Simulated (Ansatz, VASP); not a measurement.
# SnO in VASP and in Ansatz

```xyz
2
Lattice="3.0541 0.0000 0.0000 0.0000 3.1034 0.0000 0.0000 0.0000 3.1034" Properties=species:S:1:pos:R:3 pbc="T T T"
Sn    0.0000    0.0000    0.0000
O     1.5270    1.5517    1.5517
```

Change from the starting cell: uniaxial_x strain -1.6%.

Alike in both runs: task single point; functional PBE; k mesh 8 × 8 × 8; occupations fermi-dirac, width 0.02 eV; no spin polarisation.

|  | VASP | Ansatz |
| --- | --- | --- |
| version | VASP 6.6.1 | Ansatz 0.2.0 |
| potentials or method | VASP PAW PBE potentials, release 64 (Sn_d, O) | plane waves, PAW |
| plane-wave cutoff (eV) | 520 | 420 |
| valence electrons in the cell | 20 | 20 |

|  | VASP | Ansatz | Ansatz less VASP |
| --- | --- | --- | --- |
| pressure (GPa) | 4.8 | 4.8 | 0.00 |
| traceless stress, the component that is largest in VASP (GPa) | 1.10 | 1.11 | +0.009 |

With one functional, cell and mesh, what is left measures potentials, basis and numerics.
